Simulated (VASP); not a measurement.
NaCl, 2 atoms in the cell. It takes space group Fm-3m (No. 225, cubic). The conventional cell has a = 5.588 Å, b = 5.588 Å, c = 5.588 Å, α = 90.00°, β = 90.00°, γ = 90.00°. Within 3.7 Å of Cl (site symmetry m-3m) lie 6 Na at 2.79 Å. Within 3.7 Å of Na (site symmetry m-3m) lie 6 Cl at 2.79 Å. 

```yaml
Program: VASP 6.6.1
Task: single point
Functional: revPBE
Dispersion: D3(BJ)
Potentials_or_basis: VASP PAW PBE potentials, release 64 (Cl, Na_pv)
Cutoff: 520 eV
k_mesh: 8 × 8 × 8
Occupations: fermi-dirac, width 0.05 eV
Spin: no spin polarisation
Dipole_correction: no
Further_INCAR_settings: ALGO = Normal; EDIFF = 1e-06; NBANDS = 14
```

Potentials or basis: VASP PAW PBE potentials, release 64 (Cl, Na_pv).

Command:

```sh
$ cat potpaw_PBE.64/Cl/POTCAR potpaw_PBE.64/Na_pv/POTCAR > POTCAR
$ mpirun -np 1 vasp_std > vasp.out
```

Hardware: 1 thread of Intel Xeon 8259CL (shared host).

Problem. How long does it take, and how much memory?

Solution. It took 30 s on 1 thread of Intel Xeon 8259CL, with other jobs on the host, peak memory 0.17 GiB. Counts: scf iterations 14, k points 29.
